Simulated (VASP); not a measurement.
Input of a VASP 6.6.1 run:

File INCAR:

```
PREC = Accurate
ENCUT = 520
EDIFF = 1E-6
ISMEAR = 0
SIGMA = 0.1
LREAL = Auto
LASPH = True
NELM = 80
ALGO = Normal
ISIF = 2
LWAVE = False
LCHARG = True
GGA = PE
LELF = True
LVHAR = True
NBANDS = 114
ISYM = 0
```

Contents of KPOINTS:

```
Automatic mesh
0
Gamma
  1 1 1
  0.25 0.25 0.25
```

POSCAR

```
SrCaF4
1.0
   -5.7106275924      5.6753912890     -0.0076710979
   -5.7079018935     -0.0049453990      5.6726739118
    0.0070188803      5.6747390714      5.6747473931
F Ca Sr
16 4 4
Direct
    0.8708818459      0.8682951887      0.3811389229
    0.3816668964      0.8805216234      0.3696156938
    0.8817161368      0.3805802299      0.3709791458
    0.8699266837      0.8692077522      0.8812304065
    0.3699882626      0.3692647002      0.3811271048
    0.3816699240      0.8805594213      0.8709219942
    0.8816247053      0.3804971831      0.8695791160
    0.3706421322      0.3683616556      0.8812765239
    0.6320534701      0.6296451683      0.1197538437
    0.1197719967      0.6182346639      0.1305281876
    0.6196828870      0.1182568071      0.1314060522
    0.6305425173      0.6309833221      0.6197918875
    0.1306122606      0.1309059433      0.1198430995
    0.1197227826      0.6182423246      0.6313688240
    0.6197578630      0.1182976841      0.6304995981
    0.1321065298      0.1295331297      0.6197208566
    0.5008195267      0.9994406037      1.0005959489
    1.0008179905      0.4995398457      0.0005443412
    0.5006036575     -0.0005406445      0.5006290461
    0.0006888572      0.4995289575      0.5005748039
    0.0007410981     -0.0004996285      1.0006050118
    1.0007697024     -0.0004889335      0.5005100381
    0.5007383091      0.4994607040      1.0006240292
    0.5007377513      0.4994485591      0.5005892160
```

Potentials or basis: VASP PAW PBE potentials, release 64 (F, Ca_sv, Sr_sv).

Launch:

```sh
$ cat potpaw_PBE.64/F/POTCAR potpaw_PBE.64/Ca_sv/POTCAR potpaw_PBE.64/Sr_sv/POTCAR > POTCAR
$ mpirun -np 1 vasp_std > vasp.out
```

Task: Predict the largest force.

Result: 0.016 eV/Å.

Task: Estimate the pressure.

Result: 0.3 GPa.

Forces in eV/Å, atoms in the order of the input:
```
F    0.014 -0.003  0.005
F   -0.009 -0.001  0.002
F   -0.007 -0.002  0.000
F    0.010 -0.002  0.001
F    0.015 -0.002  0.003
F   -0.008  0.000  0.001
F   -0.012  0.001  0.003
F    0.009 -0.001  0.001
F   -0.009  0.000  0.000
F    0.008 -0.001  0.002
F    0.008 -0.001 -0.001
F   -0.012  0.004 -0.007
F   -0.013  0.001 -0.006
F    0.008 -0.001  0.002
F    0.010  0.000  0.001
F   -0.010  0.000  0.003
Ca   0.001  0.000  0.000
Ca   0.004  0.000 -0.002
Ca  -0.004  0.004 -0.002
Ca  -0.001  0.004 -0.001
Sr   0.000  0.000 -0.003
Sr   0.003  0.001  0.000
Sr  -0.002 -0.001 -0.002
Sr  -0.001  0.000 -0.001
```

Caveat: the k points lie up to 0.96 Å⁻¹ apart, too coarse for converged energies, forces and pressures.
